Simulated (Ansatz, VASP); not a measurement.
## CdSe: VASP beside Ansatz

```
Cd Se
1.0
     4.33928    0.00000    0.00000
    -2.16964    3.75793    0.00000
     0.00000    0.00000   14.15870
Cd Se
4 4
Direct
  0.00000 0.00000 0.99980
  0.33333 0.66667 0.24996
  0.00000 0.00000 0.49980
  0.66667 0.33333 0.74996
  0.00000 0.00000 0.18750
  0.33333 0.66667 0.43774
  0.00000 0.00000 0.68750
  0.66667 0.33333 0.93774
```

Alike in both runs: task single point; functional PBE; k mesh 12 × 12 × 2; occupations fermi-dirac, width 0.02 eV; no spin polarisation.

```csv
,VASP,Ansatz
version,VASP 6.6.1,Ansatz 0.2.0
potentials or method,"VASP PAW PBE potentials, release 64 (Cd, Se)","plane waves, PAW"
plane-wave cutoff (eV),520,420
valence electrons in the cell,72,144
```

|  | VASP | Ansatz | Ansatz less VASP |
| --- | --- | --- | --- |
| pressure (GPa) | 1.7 | 1.4 | -0.29 |

VASP's potentials hold 72 valence electrons a cell and Ansatz's 144, so a difference there can come from the potentials and not from the codes.
